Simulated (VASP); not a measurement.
Wanted: the native input for a VASP 6.6.1 run.

- Task: single point
- Functional: PBE
- Potentials or basis: VASP PAW PBE potentials, release 64 (In_d, Cu)
- Cutoff: 520 eV
- k mesh: 3 × 3 × 4
- Occupations: gaussian, width 0.1 eV
- Spin: no spin polarisation
- Dipole correction: no
- Further INCAR settings: ALGO = Fast; EDIFF = 1e-06; NBANDS = 60

The structure of In3Cu lies in POSCAR:

```
In3Cu
1.0
    7.0476178300      0.0000000000      0.0000000000
   -3.5238089200      6.1034160800      0.0000000000
    0.0000000000      0.0000000000      4.4287600500
In Cu
6 2
Direct
    0.3609940100      0.1804970100      0.7500000000
    0.8195029900      0.1804970100      0.7500000000
    0.8195029900      0.6390059900      0.7500000000
    0.6390059900      0.8195029900      0.2500000000
    0.1804970100      0.8195029900      0.2500000000
    0.1804970100      0.3609940100      0.2500000000
    0.6666666700      0.3333333300      0.2500000000
    0.3333333300      0.6666666700      0.7500000000
```

The input as run:

INCAR

```
PREC = Accurate ; ENCUT = 520
EDIFF = 1E-6 ; ISMEAR = 0
SIGMA = 0.1 ; LREAL = F
LASPH = T ; NELM = 60
ALGO = Fast ; ISIF = 2
LWAVE = F ; LCHARG = F
GGA = PE ; NBANDS = 60
```

KPOINTS

```
regular mesh
0
Gamma
  3 3 4
```

Potentials or basis: VASP PAW PBE potentials, release 64 (In_d, Cu).

Command:

```sh
$ cat potpaw_PBE.64/In_d/POTCAR potpaw_PBE.64/Cu/POTCAR > POTCAR
$ mpirun -np 1 vasp_std > vasp.out
```

It gave:

* Pressure: -0.4 GPa
* Largest force: 0.008 eV/Å
* Band gap on the k mesh: zero (band 50 reaches 9.49 eV, above the bottom of band 51 at 5.36 eV)

Caveat: spin-orbit coupling is left out, which moves the levels of the heavy elements.

Run time: 98 s on 1 thread of Intel(R) Xeon(R) 6975P-C (Granite Rapids), with other jobs on the host, peak memory 0.35 GiB.
